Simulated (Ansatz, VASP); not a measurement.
**One calculation of MgCd2S3, two programs**

```
Mg Cd S
1.0
     7.12122    0.00000    0.00000
    -3.56061    6.16716    0.00000
     0.00000    0.00000    3.40417
Mg Cd S
1 2 3
Direct
  0.00000 0.00000 0.00000
  0.33333 0.66667 0.00000
  0.66667 0.33333 0.00000
  0.50000 0.00000 0.50000
  0.50000 0.50000 0.50000
  0.00000 0.50000 0.50000
```

Change from the starting cell: species swapped into the ErB2Ru3 type (P6/mmm, No. 191).

Alike in both runs: functional PBE; k mesh 6 × 6 × 12; occupations gaussian, width 0.1 eV; no spin polarisation.

Ansatz relaxed the structure, and its values are those at the end. VASP's run is a single point on that final structure, the one shown.

|  | VASP | Ansatz |
| --- | --- | --- |
| version | VASP 6.6.1 | Ansatz 0.2.0 |
| potentials or method | VASP PAW PBE potentials, release 64 (Mg, Cd, S), cutoff 520 eV | scalar-relativistic, plane waves, PAW |
| valence electrons in the cell | 44 | 68 |

|  | VASP | Ansatz | Ansatz less VASP |
| --- | --- | --- | --- |
| gap on the k mesh at the Fermi level (eV) | none | none | - |
| pressure (GPa) | 0.3 | 0.0 | -0.27 |

A gap of «none» marks a metal or a gap that the smearing closes. VASP's potentials hold 44 valence electrons a cell and Ansatz's 68, so a difference there can come from the potentials and not from the codes.
